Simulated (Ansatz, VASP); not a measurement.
**Two plane-wave programs on Sb**

File INCAR:

```
PREC     = Accurate       # precision mode
ENCUT    = 520            # plane-wave cutoff, eV
EDIFF    = 1E-7           # SCF threshold, eV
ISMEAR   = 0              # smearing method
SIGMA    = 0.15           # smearing width, eV
LREAL    = F              # projectors in reciprocal space
LASPH    = T              # aspherical terms in the spheres
NELM     = 100            # most SCF steps
ALGO     = Normal         # electronic algorithm
ISIF     = 2              # what is computed and relaxed
LWAVE    = F              # write WAVECAR
LCHARG   = T              # write CHGCAR
LELF     = T              # ELF
LVHAR    = T            
NBANDS   = 8              # bands
```

File KPOINTS:

```
regular mesh
0
Gamma
  24 24 24
```

Contents of POSCAR:

```
Sb
1.0
   -1.6209729544      1.6209729544      2.5653012759
    1.6209729544     -1.6209729544      2.5653012759
    1.6209729544      1.6209729544     -2.5653012759
Sb
1
Direct
    0.0000000000      0.0000000000      0.0000000000
```

Input for Ansatz:

```yaml
crystal:
  lattice:
    - [-1.6209729544, 1.6209729544, 2.5653012759]
    - [1.6209729544, -1.6209729544, 2.5653012759]
    - [1.6209729544, 1.6209729544, -2.5653012759]
  atoms:
    - { symbol: Sb, position: [0.0, 0.0, 0.0] }
basis:
  ecutwfc: 420
kpoints:
  mp_grid: { grid: [24, 24, 24] }
hamiltonian:
  xc: lda
scf:
  occupations: { method: gaussian, width: 0.15 }
output:
  forces: true
  stress: true
  eigenvalues: true
```

Alike in both runs: task single point; functional LDA; k mesh 24 × 24 × 24; occupations gaussian, width 0.15 eV; no spin polarisation.

|  | VASP | Ansatz |
| --- | --- | --- |
| version | VASP 6.6.1 | Ansatz 0.2.0 |
| potentials or method | VASP PAW LDA potentials, release 64 (Sb), cutoff 520 eV | scalar-relativistic, plane waves, PAW |
| valence electrons in the cell | 5 | 15 |

|  | VASP | Ansatz | Ansatz less VASP |
| --- | --- | --- | --- |
| gap on the k mesh at the Fermi level (eV) | none | none | - |
| pressure (GPa) | -2.8 | -2.8 | -0.07 |
| traceless stress, the component that is largest in VASP (GPa) | 0.90 | 0.92 | +0.019 |

LDA's correlation is that of Perdew and Zunger in VASP and of Perdew and Wang (1992) in Ansatz. A gap of «none» marks a metal or a gap that the smearing closes. VASP's potentials hold 5 valence electrons a cell and Ansatz's 15, so a difference there can come from the potentials and not from the codes.

Neither program's run includes spin-orbit coupling.
